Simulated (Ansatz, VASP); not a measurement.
**MgO in VASP and in Ansatz**

```
Mg O
1.0
     0.00000    2.33651    2.33651
     2.33651    0.00000    2.33651
     2.33651    2.33651    0.00000
Mg O
1 1
Cartesian
  2.3365 2.3365 2.3365
  3.5048 3.5048 3.5048
```

Alike in both runs: task single point; functional PBE; k mesh 10 × 10 × 10; occupations fermi-dirac, width 0.05 eV; no spin polarisation.

|  | VASP | Ansatz |
| --- | --- | --- |
| version | VASP 6.6.1 | Ansatz 0.2.0 |
| potentials or method | VASP PAW PBE potentials, release 64 (Mg, O) | Ansatz NC |
| plane-wave cutoff (eV) | 520 | 1240 |
| valence electrons in the cell | 8 | 16 |

Ansatz gave:

| Item | Value |
| --- | --- |
| gap on the k mesh at the Fermi level (eV) | 3.27 |
| least direct gap on the mesh (eV) | 3.27 |
| pressure (GPa) | -4.0 |

Problem. Which values does VASP return?

Solution. gap on the k mesh at the Fermi level (eV): 3.25; least direct gap on the mesh (eV): 3.25; pressure (GPa): -4.5.

The functional is the same, so the differences come from potentials, cutoffs and numerics. VASP's potentials hold 8 valence electrons a cell and Ansatz's 16, so a difference there can come from the potentials and not from the codes.
